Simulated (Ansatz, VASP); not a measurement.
## One calculation of Nb, two programs

```xyz
4
Lattice="2.9030 0.0000 0.0000 -1.4515 2.5141 0.0000 0.0000 0.0000 10.6793" Properties=species:S:1:pos:R:3 pbc="T T T"
Nb   -1.4515    2.5141   10.6793
Nb   -1.4515    2.5141    5.3396
Nb    0.0000    1.6760    2.6698
Nb    1.4515    0.8380    8.0095
```

Alike in both runs: task single point; functional PBEsol; k mesh 14 × 14 × 4; occupations fermi-dirac, width 0.1 eV; no spin polarisation.

```csv
,VASP,Ansatz
version,VASP 6.6.1,Ansatz 0.2.0
potentials or method,"VASP PAW PBE potentials, release 64 (Nb_sv), cutoff 520 eV","plane waves (420 eV) with PAW, scalar-relativistic"
valence electrons in the cell,52,52
```

VASP gave:

```
pressure (GPa)                                                : -11.7
traceless stress, the component that is largest in VASP (GPa) : 0.39
```

Estimate Ansatz's values.

pressure (GPa): -11.4; traceless stress, the component that is largest in VASP (GPa): 0.43.

VASP's potentials were made for PBE, not for PBEsol, and Ansatz warns of the same on its side.
